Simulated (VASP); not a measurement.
# MgO (P2_1) in VASP: further runs, part 2 of 2

VASP 6.6.1.

## (4) Single point, PBE (atoms displaced along several vibrational modes)

File INCAR:

```
PREC = Accurate ; ENCUT = 520
EDIFF = 1E-7 ; ISMEAR = 0
SIGMA = 0.05 ; LREAL = F
LASPH = T ; NELM = 80
ALGO = Normal ; ISIF = 2
LWAVE = F ; LCHARG = F
GGA = PE ; NBANDS = 26
```

File KPOINTS:

```
regular mesh
0
Gamma
  9 9 2
```

File POSCAR:

```
MgO
1.0
    3.2805263433      0.0000000000      0.0000000000
   -1.6402631717      2.8410191511      0.0000000000
    0.0000000000      0.0000000000     10.5138967343
Mg O
4 4
Direct
    0.2081931741      0.5505111667      0.9694906392
    0.0872520916      0.0809876733      0.2208211786
   -0.0872520916     -0.0809876733      0.7208211786
    0.7918068259      0.4494888333      0.4694906392
    0.2389505418      0.5790602547      0.7800420079
    0.1144791577      0.1062599239      0.5296443544
   -0.1144791577     -0.1062599239      0.0296443544
    0.7610494582      0.4209397453      0.2800420079
```

Potentials or basis: VASP PAW PBE potentials, release 64 (Mg, O).

The run is started by

```
$ cat potpaw_PBE.64/Mg/POTCAR potpaw_PBE.64/O/POTCAR > POTCAR
$ mpirun -np 1 vasp_std > vasp.out
```

OUTCAR:

```text
PREC = Accurate
   ENCUT = 520
   EDIFF = 1E-7
   ISMEAR = 0
   LREAL = F
   LASPH = T
   NELM = 80
   ISIF = 2
   GGA = PE

 ion  position               nearest neighbor table
   1  0.208  0.551  0.969-   7 1.97   5 1.99   7 2.00   7 2.03   2 2.98   3 3.17   3 3.23   3 3.29
                             2 3.30   2 3.65
   2  0.087  0.081  0.221-   8 1.98   8 1.99   8 2.01   7 2.11   1 2.98   4 3.17   4 3.23   4 3.29
                             1 3.30   1 3.65
   3  0.913  0.919  0.721-   5 1.98   5 1.99   5 2.01   6 2.11   4 2.98   1 3.17   1 3.23   1 3.29
                             4 3.30   4 3.65
   4  0.792  0.449  0.469-   6 1.97   8 1.99   6 2.00   6 2.03   3 2.98   2 3.17   2 3.23   2 3.29
                             3 3.30   3 3.65
[... 915 lines left out ...]
  in kB      -39.8280287      2.9854386     -4.6367631    -30.7285597      0.0000000      0.0000000
  external PRESSURE =     -13.8264511 kB  Pullay stress =       0.0000000 kB

 VOLUME and BASIS-vectors are now :
 -----------------------------------------------------------------------------
  energy-cutoff  :      520.00
  volume of cell :       97.99
      direct lattice vectors                 reciprocal lattice vectors
     3.280526343  0.000000000  0.000000000     0.304829133  0.175993182  0.000000000
    -1.640263172  2.841019151  0.000000000     0.000000000  0.351986364  0.000000000
     0.000000000  0.000000000 10.513896734     0.000000000  0.000000000  0.095112214

 POSITION                                       TOTAL-FORCE (eV/Angst)
 -----------------------------------------------------------------------------------
     -0.22000      1.56401     10.19312         0.109375      0.420564     -0.185747
      0.15339      0.23009      2.32169        -0.075878     -0.278002     -0.174567
      1.48687      2.61093      7.57864         0.075878      0.278002     -0.174567
      1.86026      1.27701      4.93618        -0.109375     -0.420564     -0.185747
     -0.16593      1.64512      8.20128        -0.009134      0.228890      0.070881
      0.20126      0.30189      5.56863        -0.045023     -0.254585      0.289433
      1.43901      2.53913      0.31168         0.045023      0.254585      0.289433
      1.80619      1.19590      2.94433         0.009134     -0.228890      0.070881
 -----------------------------------------------------------------------------------
    total drift:                                0.000000      0.000000     -0.001723

  FREE ENERGIE OF THE ION-ELECTRON SYSTEM (eV)
  ---------------------------------------------------
  free  energy   TOTEN  =       -46.5120687779 eV

  energy  without entropy=      -46.5120687779  energy(sigma->0) =      -46.51206878
```

OSZICAR:

```text
N       E                     dE             d eps       ncg     rms          rms(c)
DAV:   1     0.143829814813E+03    0.14383E+03   -0.14497E+04  4264   0.107E+03
DAV:   2    -0.435702854258E+02   -0.18740E+03   -0.17621E+03  5668   0.233E+02
DAV:   3    -0.550149274896E+02   -0.11445E+02   -0.11385E+02  5358   0.588E+01
DAV:   4    -0.550874483757E+02   -0.72521E-01   -0.72491E-01  4822   0.543E+00
DAV:   5    -0.550878915194E+02   -0.44314E-03   -0.44309E-03  5196   0.422E-01    0.165E+01
DAV:   6    -0.466603805369E+02    0.84275E+01   -0.32407E+01  4680   0.323E+01    0.574E+00
DAV:   7    -0.465381690188E+02    0.12221E+00   -0.50698E-01  4404   0.464E+00    0.325E+00
DAV:   8    -0.465142029554E+02    0.23966E-01   -0.21644E-01  4668   0.427E+00    0.627E-01
DAV:   9    -0.465099731011E+02    0.42299E-02   -0.15401E-02  5350   0.811E-01    0.177E-01
DAV:  10    -0.465120339709E+02   -0.20609E-02   -0.25906E-03  4452   0.281E-01    0.574E-02
DAV:  11    -0.465120558484E+02   -0.21878E-04   -0.87818E-05  5074   0.703E-02    0.139E-02
DAV:  12    -0.465120683510E+02   -0.12503E-04   -0.10827E-05  4546   0.201E-02    0.119E-02
DAV:  13    -0.465120687728E+02   -0.42186E-06   -0.67527E-06  4510   0.178E-02    0.174E-03
DAV:  14    -0.465120687779E+02   -0.50372E-08   -0.36436E-07  4702   0.429E-03
   1 F= -.46512069E+02 E0= -.46512069E+02  d E =-.921648E-13
```

It took 86 s on 1 thread of AMD EPYC 9R45 (Zen 5), shared host; peak memory 0.28 GiB.

Results:

- Free energy: -46.5121 eV
- Pressure: -1.4 GPa
- Largest force: 0.473 eV/Å
- Band gap on the k mesh: 3.10 eV

Forces in eV/Å, atoms in the order of the input:
```
Mg   0.109  0.421 -0.186
Mg  -0.076 -0.278 -0.175
Mg   0.076  0.278 -0.175
Mg  -0.109 -0.421 -0.186
O   -0.009  0.229  0.071
O   -0.045 -0.255  0.289
O    0.045  0.255  0.289
O    0.009 -0.229  0.071
```

Stress tensor (GPa, compression positive):
```
-3.98 -3.07  0.00
-3.07  0.30  0.00
 0.00  0.00 -0.46
```

Caveat: the cell differs from its parent crystal (atoms displaced along several vibrational modes).

## (5) Single point, PBE (atoms displaced along several vibrational modes)

File INCAR:

```
SYSTEM = MgO
PREC     = Accurate       ! precision mode
ENCUT    = 520            ! plane-wave cutoff, eV
EDIFF    = 1E-6           ! SCF threshold, eV
ISMEAR   = 0              ! smearing method
SIGMA    = 0.05           ! smearing width, eV
LREAL    = .FALSE.        ! projectors in reciprocal space
LASPH    = .TRUE.         ! aspherical terms in the spheres
NELM     = 80             ! most SCF steps
ALGO     = Normal         ! electronic algorithm
ISIF     = 2              ! what is computed and relaxed
LWAVE    = .FALSE.        ! write WAVECAR
LCHARG   = .FALSE.        ! write CHGCAR
GGA      = PE             ! functional
NBANDS   = 26             ! bands
```

File KPOINTS:

```
regular mesh
0
G
  9 9 2
  0 0 0
```

File POSCAR:

```
MgO
1.0
    3.2805263433      0.0000000000      0.0000000000
   -1.6402631717      2.8410191511      0.0000000000
    0.0000000000      0.0000000000     10.5138967343
Mg O
4 4
Direct
    0.2327397195      0.6666666667      0.9694906392
    0.0701373825      0.0000000000      0.2208211786
   -0.0701373825      0.0000000000      0.7208211786
    0.7672602805      0.3333333333      0.4694906392
    0.2574639550      0.6666666667      0.7800420079
    0.0920237935      0.0000000000      0.5296443544
   -0.0920237935      0.0000000000      0.0296443544
    0.7425360450      0.3333333333      0.2800420079
```

The run is started by

```
$ cat potpaw_PBE.64/Mg/POTCAR potpaw_PBE.64/O/POTCAR > POTCAR
$ mpirun -np 1 vasp_std > vasp.out
```

Wall time 82 s (1 thread of AMD EPYC 9R45 (Zen 5), shared host); peak memory 0.28 GiB.

It converged, with:

```
Free energy            : -46.6193 eV
Pressure               : -1.1 GPa
Largest force          : 0.410 eV/Å
Band gap on the k mesh : 3.17 eV
```

Forces on the atoms (eV/Å):
```
Mg   0.369 -0.104 -0.147
Mg  -0.256  0.068 -0.135
Mg   0.256 -0.068 -0.135
Mg  -0.369  0.104 -0.147
O    0.180 -0.099  0.057
O   -0.226  0.077  0.225
O    0.226 -0.077  0.225
O   -0.180  0.099  0.057
```

Stress tensor (GPa, compression positive):
```
-2.43 -2.87  0.00
-2.87 -0.49  0.00
 0.00  0.00 -0.43
```

Levels at points of the mesh, in eV from the valence-band top:
```csv
k point,band 14,band 15,band 16,band 17,band 18,band 19
"(0.00, 0.00, 0.00)",-0.29,-0.25,0.00,3.17,5.43,5.66
"(0.00, 0.00, 0.50)",-0.31,-0.27,-0.27,4.01,4.01,7.09
```

Caveat: the cell differs from its parent crystal (atoms displaced along several vibrational modes).

## (6) Single point, PBE (atoms displaced along several vibrational modes)

File INCAR:

```
PREC = Accurate ; ENCUT = 520
EDIFF = 1E-6 ; ISMEAR = 0
SIGMA = 0.05 ; LREAL = False
LASPH = True ; NELM = 60
ALGO = Normal ; ISIF = 2
LWAVE = False ; LCHARG = True
GGA = PE ; LELF = True
LVHAR = True ; NBANDS = 26
```

File KPOINTS:

```
Automatic mesh
0
Gamma
  9 9 2
```

File POSCAR:

```
MgO
1.0
    3.2805263433      0.0000000000      0.0000000000
   -1.6402631717      2.8410191511      0.0000000000
    0.0000000000      0.0000000000     10.5138967343
Mg O
4 4
Direct
    0.2998021287      0.6666666667      0.9694906392
    0.0233791275      0.0000000000      0.2208211786
   -0.0233791275      0.0000000000      0.7208211786
    0.7001978713      0.3333333333      0.4694906392
    0.3080435406      0.6666666667      0.7800420079
    0.0306745978      0.0000000000      0.5296443544
   -0.0306745978      0.0000000000      0.0296443544
    0.6919564594      0.3333333333      0.2800420079
```

Potentials or basis: VASP PAW PBE potentials, release 64 (Mg, O).

The run is started by

```
$ cat potpaw_PBE.64/Mg/POTCAR potpaw_PBE.64/O/POTCAR > POTCAR
$ mpirun -np 1 vasp_std > vasp.out
```

Wall time 93 s (1 thread of AMD EPYC 9R45 (Zen 5), shared host); peak memory 0.28 GiB.

It converged, with:

* Free energy: -46.8865 eV
* Pressure: -0.5 GPa
* Largest force: 0.129 eV/Å
* Band gap on the k mesh: 3.40 eV

Forces in eV/Å, atoms in the order of the input:
```
Mg   0.127 -0.012 -0.019
Mg  -0.089  0.008 -0.024
Mg   0.089 -0.008 -0.024
Mg  -0.127  0.012 -0.019
O    0.064 -0.012  0.008
O   -0.078  0.009  0.035
O    0.078 -0.009  0.035
O   -0.064  0.012  0.008
```

Stress tensor (GPa, compression positive):
```
-0.66 -1.08  0.00
-1.08 -0.45  0.00
 0.00  0.00 -0.45
```

Levels at points of the mesh, in eV from the valence-band top:
```tsv
k point	band 12	band 13	band 14	band 15	band 16	band 17	band 18	band 19	band 20	band 21
(0.00, 0.00, 0.00)	-0.24	-0.21	-0.16	-0.12	0.00	3.40	5.71	5.83	8.43	9.62
(0.00, 0.00, 0.50)	-0.32	-0.18	-0.18	-0.16	-0.16	4.23	4.23	7.33	7.33	10.84
```

Caveat: the cell differs from its parent crystal (atoms displaced along several vibrational modes).

## (7) Summary

```csv
cell,gap on the mesh (eV),pressure (GPa),largest force (eV/Å)
"as given, atomic positions A",3.28,-0.9,0.29
"as given, atomic positions B",3.07,-1.3,0.53
"as given, atomic positions C",3.10,-1.4,0.47
"as given, atomic positions D",3.17,-1.1,0.41
"as given, atomic positions E",3.40,-0.5,0.13
```

Alike in all rows: task single point; level PBE; potentials or basis VASP PAW PBE potentials, release 64 (Mg, O); no spin polarisation; k mesh 9 × 9 × 2; cutoff (eV) 520; smearing gaussian 0.05 eV.

Caveats: the stress differs along the axes, from -5 to 1 GPa (at least some runs).

Total energies depend on the potentials used, so only differences within one code and one set of settings carry meaning.
